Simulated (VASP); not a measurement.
Here is a VASP 6.6.1 calculation.

INCAR

```
PREC     = Accurate       # precision mode
ENCUT    = 520            # plane-wave cutoff, eV
EDIFF    = 1E-6           # SCF threshold, eV
ISMEAR   = -1             # smearing method
SIGMA    = 0.1            # smearing width, eV
LREAL    = False          # projectors in reciprocal space
LASPH    = True           # aspherical terms in the spheres
NELM     = 80             # most SCF steps
ALGO     = Normal         # electronic algorithm
ISIF     = 2              # what is computed and relaxed
LWAVE    = False          # write WAVECAR
LCHARG   = True           # write CHGCAR
GGA      = B5             # functional
ALDAX    = 1.0          
AGGAX    = 1.0          
AGGAC    = 1.0          
ALDAC    = 0.0          
LELF     = True           # ELF
LVHAR    = True         
NBANDS   = 28             # bands
```

Contents of KPOINTS:

```
regular mesh
0
Gamma
  13 13 4
```

POSCAR

```
Hf
1.0
    3.1389109991      0.0000000000      0.0000000000
   -1.5694554995      2.7183766654      0.0000000000
    0.0000000000      0.0000000000     10.0340748162
Hf
4
Direct
    0.0000000000      1.0000000000      0.0000000000
    0.0000000000      1.0000000000      0.5000000000
    0.3333333333      0.6666666667      0.2500000000
    0.6666666667      0.3333333333      0.7500000000
```

Potentials or basis: VASP PAW PBE potentials, release 64 (Hf_pv).

Launch:

```console
$ cat potpaw_PBE.64/Hf_pv/POTCAR > POTCAR
$ mpirun -np 1 vasp_std > vasp.out
```

Problem. Predict the band gap on the k mesh.

Solution. Zero (bands 20 and 21 overlap by 1.57 eV).

Problem. Estimate the pressure.

Solution. 9.7 GPa.

Stress tensor (GPa, compression positive):
```
9.57 0.00 0.00
0.00 9.57 0.00
0.00 0.00 9.86
```

Caveat: the cell stands under pressure; the PAW data sets were made with another functional, which shifts forces and pressure a little; spin-orbit coupling is left out, which moves the levels of the heavy elements.
